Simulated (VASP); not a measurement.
Crystal: Ge2Sb2Te5.

```
CELL_PARAMETERS angstrom
6.83914 -3.06601 0.00000
6.83914 3.06601 0.00000
-6.83098 0.00000 6.84761
ATOMIC_POSITIONS crystal
Te 0.59470 0.59470 0.38643
Te 0.79529 0.79529 0.19611
Te 0.00832 0.00832 0.00643
Te 0.20652 0.20652 0.80980
Te 0.39996 0.39996 0.59712
Sb 0.90171 0.90171 0.58787
Sb 0.11187 0.11187 0.41735
Ge 0.28429 0.28429 0.18783
Ge 0.49734 0.49734 0.01104
```

Base run:

* Program: VASP 6.6.1
* Functional: BLYP
* Potentials or basis: VASP PAW PBE potentials, release 64 (Te, Sb, Ge_d)
* Cutoff: 520 eV
* k mesh: 5 × 5 × 4
* Occupations: fermi-dirac, width 0.05 eV
* Spin: no spin polarisation

Its results: band gap on the k mesh 0.28 eV (least direct gap 0.32 eV); pressure 3.8 GPa; largest force 0.265 eV/Å.

Q: The run is repeated on the same cell with these changes: functional from BLYP to RPBE; further incar settings from ALGO = Normal; EDIFF = 1e-06; NBANDS = 44 to ALGO = Normal; EDIFF = 1e-07; NBANDS = 44. What comes out?

A: Band gap on the k mesh 0.25 eV (least direct gap 0.33 eV); pressure 1.2 GPa; largest force 0.188 eV/Å.

Caveats: the PAW data sets were made with another functional, which shifts forces and pressure a little; spin-orbit coupling is left out, which moves the levels of the heavy elements; an odd mesh through Γ misses points on the zone boundary, where band edges can lie; the cell stands under pressure (at least some runs).
